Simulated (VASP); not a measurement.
The system is Rh.

```
CELL_PARAMETERS angstrom
0.00000 1.90299 1.90299
1.90299 0.00000 1.90299
1.90299 1.90299 0.00000
ATOMIC_POSITIONS crystal
Rh 0.00000 0.00000 0.00000
```

Base run:

```yaml
Program: VASP 6.6.1
Functional: LDA
Potentials_or_basis: VASP PAW LDA potentials, release 64 (Rh_pv)
Cutoff: 500 eV
k_mesh: 18 × 18 × 18
Occupations: fermi-dirac, width 0.05 eV
Spin: non-collinear spin, zero start, spin-orbit coupling
Starting_moments: "[[0.0, 0.0, 0.0]] μB"
```

Its results: pressure -10.7 GPa; net moment 0.00 μB per cell.

**Question.** The run is repeated on the same cell with these changes: cutoff from 500 eV to 400 eV; further incar settings from ALGO = Normal; EDIFF = 1e-06; NBANDS = 26 to ALGO = Normal; EDIFF = 1e-08; NBANDS = 26. What comes out?

**Answer.** Pressure -11.9 GPa; net moment 0.00 μB per cell.

Caveats: the cell stands under tension.
